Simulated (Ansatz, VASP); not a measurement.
## Two plane-wave programs on Mo

```
Mo
1.0
     0.00000    2.01500    2.09560
     2.01500    0.00000    2.09560
     2.01500    2.01500    0.00000
Mo
1
Direct
  0.00000 0.00000 0.00000
```

Change from the starting cell: strain +0.000 along x and y, +0.040 along z, atoms carried along.

Alike in both runs: task single point; functional PBEsol; k mesh 20 × 20 × 20; occupations gaussian, width 0.15 eV; no spin polarisation.

```csv
,VASP,Ansatz
version,VASP 6.6.1,Ansatz 0.2.0
potentials or method,"VASP PAW PBE potentials, release 64 (Mo_sv), cutoff 520 eV","scalar-relativistic, plane waves, PAW"
valence electrons in the cell,14,14
```

|  | VASP | Ansatz | Ansatz less VASP |
| --- | --- | --- | --- |
| gap on the k mesh at the Fermi level (eV) | none | none | - |
| pressure (GPa) | -19.1 | -19.4 | -0.32 |
| traceless stress, the component that is largest in VASP (GPa) | 4.03 | 4.04 | +0.016 |

VASP's potentials were made for PBE, not for PBEsol. A gap of «none» marks a metal or a gap that the smearing closes.
